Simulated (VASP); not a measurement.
# Ti (Fm-3m) in VASP: a series of runs

Ti is run at these levels: LDA; tasks: single point.

Everything below comes from runs of VASP 6.6.1. Logs are shortened: lines on timing, memory, paths and dates and some standing lists are left out, and cuts for length are marked.

### 1 The cell of the first run

The structure is cubic, space group Fm-3m (No. 225). Conventional cell: a = 4.100 Å, b = 4.100 Å, c = 4.100 Å, α = 90.00°, β = 90.00°, γ = 90.00°. Ti (site symmetry m-3m) has 12 Ti at 2.90 Å within 3.8 Å.

### 2 Single point, LDA (volume scaled by 1.03)

INCAR reads:

```
SYSTEM = Ti
PREC = Accurate ; ENCUT = 500
EDIFF = 1E-6 ; ISMEAR = -1
SIGMA = 0.05 ; LREAL = .False.
LASPH = .True. ; NELM = 120
ALGO = Normal ; ISIF = 2
LWAVE = .False. ; LCHARG = .True.
LELF = .True. ; LVHAR = .True.
NBANDS = 12 ; GGA_COMPAT = .False.
```

KPOINTS reads:

```
Automatic mesh
0
Gamma
  15 15 15
  0 0 0
```

POSCAR reads:

```
Ti
1.0
    0.0000000000      2.0501003171      2.0501003171
    2.0501003171      0.0000000000      2.0501003171
    2.0501003171      2.0501003171      0.0000000000
Ti
1
Direct
    0.0000000000      0.0000000000      0.0000000000
```

Potentials or basis: VASP PAW LDA potentials, release 64 (Ti_sv).

The run is started by

```
$ cat potpaw_LDA.64/Ti_sv/POTCAR > POTCAR
$ mpirun -np 1 vasp_std > vasp.out
```

OUTCAR:

```text
SYSTEM = Ti
   PREC = Accurate
   ENCUT = 500
   EDIFF = 1E-6
   ISMEAR = -1
   LREAL = .False.
   LASPH = .True.
   NELM = 120
   ISIF = 2

 ion  position               nearest neighbor table
   1  0.000  0.000  0.000-

  LATTYP: Found a face centered cubic cell.
 ALAT       =     4.1002006342

  Lattice vectors:

 A1 = (   0.0000000000,   2.0501003171,   2.0501003171)
 A2 = (   2.0501003171,   0.0000000000,   2.0501003171)
 A3 = (   2.0501003171,   2.0501003171,   0.0000000000)

Analysis of symmetry for initial positions (statically):
=====================================================================
 Subroutine PRICEL returns:
 Original cell was already a primitive cell.

 Routine SETGRP: Setting up the symmetry group for a
 face centered cubic supercell.

 Subroutine GETGRP returns: Found 48 space group operations
 (whereof 48 operations were pure point group operations)
 out of a pool of 48 trial point group operations.

The static configuration has the point symmetry O_h .

Analysis of symmetry for dynamics (positions and initial velocities):
=====================================================================
 Subroutine PRICEL returns:
 Original cell was already a primitive cell.

 Routine SETGRP: Setting up the symmetry group for a
 face centered cubic supercell.

 Subroutine GETGRP returns: Found 48 space group operations
 (whereof 48 operations were pure point group operations)
 out of a pool of 48 trial point group operations.

The dynamic configuration has the point symmetry O_h .

 Subroutine INISYM returns: Found 48 space group operations
 (whereof 48 operations are pure point group operations),
 and found     1 'primitive' translations

----------------------------------------------------------------------------------------

                                     Primitive cell

  volume of cell :      17.2328

  direct lattice vectors                    reciprocal lattice vectors
     0.000000000  2.050100317  2.050100317    -0.243890504  0.243890504  0.243890504
     2.050100317  0.000000000  2.050100317     0.243890504 -0.243890504  0.243890504
     2.050100317  2.050100317  0.000000000     0.243890504  0.243890504 -0.243890504

  length of vectors
     2.899279673  2.899279673  2.899279673     0.422430745  0.422430745  0.422430745

  position of ions in fractional coordinates (direct lattice)
     0.000000000  0.000000000  0.000000000

  ion indices of the primitive-cell ions
   primitive index   ion index
                 1           1

----------------------------------------------------------------------------------------

 KPOINTS: Automatic mesh

Automatic generation of k-mesh.
 Grid dimensions read from file:
 generate k-points for:   15   15   15

 Generating k-lattice:

  Cartesian coordinates                     Fractional coordinates (reciprocal lattice)
    -0.016259367  0.016259367  0.016259367     0.066666667  0.000000000  0.000000000
     0.016259367 -0.016259367  0.016259367     0.000000000  0.066666667  0.000000000
     0.016259367  0.016259367 -0.016259367     0.000000000  0.000000000  0.066666667

  Length of vectors
     0.028162050  0.028162050  0.028162050

  Shift w.r.t. Gamma in fractional coordinates (k-lattice)
     0.000000000  0.000000000  0.000000000

 Subroutine IBZKPT returns following result:
 ===========================================

 Found    120 irreducible k-points:

 Following reciprocal coordinates:
            Coordinates               Weight
  0.000000  0.000000  0.000000      1.000000
  0.066667  0.000000  0.000000      8.000000
  0.133333  0.000000  0.000000      8.000000
  0.200000  0.000000  0.000000      8.000000
  0.266667  0.000000  0.000000      8.000000
  0.333333  0.000000  0.000000      8.000000
[... 16 lines left out ...]
  0.133333  0.133333  0.000000      6.000000
  0.200000  0.133333  0.000000     24.000000
 [... further k-points ...]
   k-points           NKPTS =    120   k-points in BZ     NKDIM =    120   number of bands    NBANDS=     12
   number of dos      NEDOS =    301   number of ions     NIONS =      1
   total plane-waves  NPLWV =  13824
   dimension x,y,z NGX =    24 NGY =   24 NGZ =   24
   dimension x,y,z NGXF=    48 NGYF=   48 NGZF=   48
   ions per type =               1
   NGX,Y,Z   is equivalent  to a cutoff of  13.76, 13.76, 13.76 a.u.
   NGXF,Y,Z  is equivalent  to a cutoff of  27.52, 27.52, 27.52 a.u.
 SYSTEM =  Ti
   PREC   = accura    normal or accurate (medium, high low for compatibility)
   ISTART =      0    job   : 0-new  1-cont  2-samecut
   ICHARG =      2    charge: 1-file 2-atom 10-const
   ISPIN  =      1    spin polarized calculation?
   LNONCOLLINEAR =      F non collinear calculations
   LSORBIT =      F    spin-orbit coupling
   LASPH  =      T    aspherical Exc in radial PAW
   ENCUT  =  500.0 eV  36.75 Ry    6.06 a.u.   5.29  5.29  5.29*2*pi/ulx,y,z
   NELM   =    120;   NELMIN=  2; NELMDL= -5     # of ELM steps
   EDIFF  = 0.1E-05   stopping-criterion for ELM
   LREAL  =      F    real-space projection
   EDIFFG = 0.1E-04   stopping-criterion for IOM
   NSW    =      0    number of steps for IOM
   IBRION =     -1    ionic relax: 0-MD 1-quasi-New 2-CG
   NFREE  =      0    steps in history (QN), initial steepest desc. (CG)
   ISIF   =      2    stress and relaxation
   ISYM   =      2    0-nonsym 1-usesym 2-fastsym
   POTIM  = 0.5000    time-step for ionic-motion
   TEBEG  =    0.0;   TEEND  =   0.0 temperature during run
   PSTRESS=    0.0 pullay stress
   NELECT =      12.0000    total number of electrons
   NUPDOWN=      -1.0000    fix difference up-down
   EMIN   =  10.00;   EMAX   =-10.00  energy-range for DOS
   EFERMI =   0.00;   METHOD = LEGACY
   ISMEAR =    -1;   SIGMA  =   0.05  broadening in eV -4-tet -1-fermi 0-gaus
   EFERMI_NEDOS =   21; number of points for ismear=-14 and -15
   IALGO  =     38    algorithm
   IMIX   =      4    mixing-type and parameters
     AMIX     =   0.40;   BMIX     =  1.00
     AMIX_MAG =   1.60;   BMIX_MAG =  1.00
  volume/ion in A,a.u.               =      17.23       116.29
  Fermi-wavevector in a.u.,A,eV,Ry     =   1.451054  2.742094 28.647838  2.105557
  Thomas-Fermi vector in A             =   2.568595
   LORBIT       =      0    0 simple, 1 ext, 2 COOP (PROOUT), +10 PAW based schemes
   GGA     = CA    functional components
   LHFCALC =     F    Hartree Fock is set to
   AEXX    =    0.0000 exact exchange contribution
   IVDW    =     0    specifies the selected vdW correction
   LEPSILON=     F    determine dielectric tensor
   LRPA    =     F    only Hartree local field effects (RPA)
 non-spin polarized calculation
  energy-cutoff  :      500.00
  volume of cell :       17.23
 maximum number of plane-waves:       449
 NGX is ok and might be reduce to    24
   NGX = 11   NGY = 11   NGZ = 11

 number of electron      12.0000003 magnetization

 Free energy of the ion-electron system (eV)
  ---------------------------------------------------
  ext. energy  EPLUGINS =         0.00000000
  ---------------------------------------------------
  free energy    TOTEN  =        -8.47402115 eV

  energy without entropy =       -8.45938841  energy(sigma->0) =       -8.46670478

 E-fermi :   8.0693     XC(G=0): -11.8224

 val. band max:        8.0644821348   @ k =  -0.3333   0.0667   0.0000
 cond. band min:       8.0794059601   @ k =  -0.4000   0.3333   0.1333
 fundamental gap:      0.0149238253
 Fermi energy:         8.0692728647

 k-point     1 :       0.0000    0.0000    0.0000
  band No.  band energies     occupation
      1     -47.9434      2.00000
      2     -24.1633      2.00000
      3     -24.1633      2.00000
      4     -24.1633      2.00000
      5       2.0307      2.00000
      6       8.9128      0.00000
      7       8.9128      0.00000
      8       8.9128      0.00000
      9      10.5341      0.00000
     10      10.5341      0.00000
     11      23.4580      0.00000
     12      27.8843      0.00000

 k-point     2 :       0.0667    0.0000    0.0000
  band No.  band energies     occupation
      1     -47.9377      2.00000
      2     -24.1951      2.00000
      3     -24.1673      2.00000
      4     -24.1673      2.00000
      5       2.1757      2.00000
      6       8.8245      0.00000
      7       8.9654      0.00000
      8       8.9654      0.00000
      9      10.5005      0.00000
     10      10.5005      0.00000
     11      23.5760      0.00000
     12      26.7945      0.00000

 k-point     3 :       0.1333    0.0000    0.0000
  band No.  band energies     occupation
      1     -47.9216      2.00000
      2     -24.2843      2.00000
      3     -24.1785      2.00000
      4     -24.1785      2.00000
      5       2.5964      2.00000
      6       8.5942      0.00006
      7       9.0911      0.00000
      8       9.0911      0.00000
      9      10.4388      0.00000
     10      10.4388      0.00000
     11      23.6643      0.00000
     12      25.0888      0.00000
[... 286 lines left out ...]
 k-point    23 :       0.1333    0.1333    0.0000
  band No.  band energies     occupation
      1     -47.9144      2.00000
      2     -24.2811      2.00000
      3     -24.2049      2.00000
      4     -24.2049      2.00000
      5       2.7801      2.00000
      6       8.3832      0.00374
      7       9.2564      0.00000
      8       9.2564      0.00000
      9      10.0161      0.00000
     10      10.7011      0.00000
     11      24.0658      0.00000
     12      25.7320      0.00000

 k-point    24 :       0.2000    0.1333    0.0000
  band No.  band energies     occupation
      1     -47.8966      2.00000
      2     -24.3654      2.00000
      3     -24.2259      2.00000
      4     -24.2203      2.00000
      5       3.2566      2.00000
      6       8.1268      0.48053
      7       9.3543      0.00000
      8       9.4248      0.00000
      9       9.8921      0.00000
     10      10.7891      0.00000
     11      23.8905      0.00000
     12      24.6579      0.00000

 [... further k-points ...]

------------------------ aborting loop because EDIFF is reached ----------------------------------------

  FORCE on cell =-STRESS in cart. coord.  units (eV):
  Direction    XX          YY          ZZ          XY          YZ          ZX
  --------------------------------------------------------------------------------------
  -------------------------------------------------------------------------------------
  Total       -0.8526421     -0.8526421     -0.8526421      0.0000000     -0.0000000     -0.0000000
  in kB      -79.2724009    -79.2724009    -79.2724009      0.0000000     -0.0000000     -0.0000000
  external PRESSURE =     -79.2724009 kB  Pullay stress =       0.0000000 kB

 VOLUME and BASIS-vectors are now :
 -----------------------------------------------------------------------------
  energy-cutoff  :      500.00
  volume of cell :       17.23
      direct lattice vectors                 reciprocal lattice vectors
     0.000000000  2.050100317  2.050100317    -0.243890504  0.243890504  0.243890504
     2.050100317  0.000000000  2.050100317     0.243890504 -0.243890504  0.243890504
     2.050100317  2.050100317  0.000000000     0.243890504  0.243890504 -0.243890504

 POSITION                                       TOTAL-FORCE (eV/Angst)
 -----------------------------------------------------------------------------------
      0.00000      0.00000      0.00000         0.000000      0.000000      0.000000
 -----------------------------------------------------------------------------------
    total drift:                                0.000000      0.000000      0.000000

  FREE ENERGIE OF THE ION-ELECTRON SYSTEM (eV)
  ---------------------------------------------------
  free  energy   TOTEN  =        -8.4740211457 eV

  energy  without entropy=       -8.4593884138  energy(sigma->0) =       -8.46670478
```

Run time: 9.5 s. Hardware: 1 thread of Intel Xeon 6975P-C (Granite Rapids), shared host; peak memory 0.13 GiB.

What came out:

| Quantity | Value |
| --- | --- |
| Free energy | -8.4740 eV |
| Pressure | -7.9 GPa |
| Band gap on the k mesh | zero (band 6 reaches 8.91 eV, above the bottom of band 7 at 7.79 eV) |

(Part 1 of 2 ends here.)
